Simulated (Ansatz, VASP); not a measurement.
Si in VASP and in Ansatz

Contents of INCAR:

```
PREC = Accurate
ENCUT = 520
EDIFF = 1E-7
ISMEAR = 0
SIGMA = 0.01
LREAL = F
LASPH = T
NELM = 80
ALGO = Normal
ISIF = 2
LWAVE = F
LCHARG = F
GGA = CA
NBANDS = 11
```

Contents of KPOINTS:

```
regular mesh
0
Gamma
  8 8 8
```

File POSCAR:

```
Si
1.0
    2.7279887200      2.7279887200      0.0000000000
   -2.7279887200      2.7279887200      0.0000000000
    0.0000000000      2.7279887200      2.6800756899
Si
2
Direct
    0.2500000000      0.7500000000      0.5000000000
    0.0000000000      0.0000000000      0.0000000000
```

Input for Ansatz:

```yaml
crystal:
  lattice:
    - [2.72798872003, 2.72798872003, 0.0]
    - [-2.72798872003, 2.72798872003, 0.0]
    - [0.0, 2.72798872003, 2.68007568989]
  atoms:
    - { symbol: Si, position: [0.25, 0.75, 0.5] }
    - { symbol: Si, position: [0.0, 0.0, 0.0] }
kpoints:
  mp_grid: { grid: [8, 8, 8] }
scf:
  occupations: { method: fixed }
  convergence: { dr2_threshold: 1.0e-10 }
hamiltonian:
  xc: lda
  pseudopotentials: { kind: all_electron, lapw: { basis_error: 0.0005 } }
output:
  forces: true
  stress: true
  eigenstates:
    kpoints:
      - [0.0, 0.0, 0.0]
      - [0.423040134, -0.423040135, 0.0]
      - [0.423040134, 0.423040135, 0.423040134]
      - [0.0, 0.0, 0.423040134]
      - [-0.5, -0.5, -0.5]
      - [-0.5, 0.5, 0.0]
      - [0.0, 0.0, -0.5]
      - [0.0, -0.5, -0.5]
      - [0.0, 0.5, 0.0]
      - [-0.5, 0.0, 0.0]
      - [-0.5, 0.0, -0.5]
  eigenvalues: true
```

Change from the starting cell: film at in-plane strain +0.01.

Alike in both runs: task single point; functional LDA; k mesh 8 × 8 × 8; no spin polarisation.

```csv
,VASP,Ansatz
version,VASP 6.6.1,Ansatz 0.2.0
potentials or method,"VASP PAW LDA potentials, release 64 (Si), cutoff 520 eV","all-electron LAPW, scalar-relativistic"
occupations,"gaussian, width 0.01 eV",fixed
```

|  | VASP | Ansatz | Ansatz less VASP |
| --- | --- | --- | --- |
| gap on the k mesh at the Fermi level (eV) | 0.32 | 0.32 | +0.004 |
| pressure (GPa) | -1.1 | -1.2 | -0.09 |
| traceless stress, the component that is largest in VASP (GPa) | 1.11 | 1.11 | +0.001 |

LDA's correlation is that of Perdew and Zunger in VASP and of Perdew and Wang (1992) in Ansatz. Ansatz ran all-electron here, and VASP with PAW potentials.
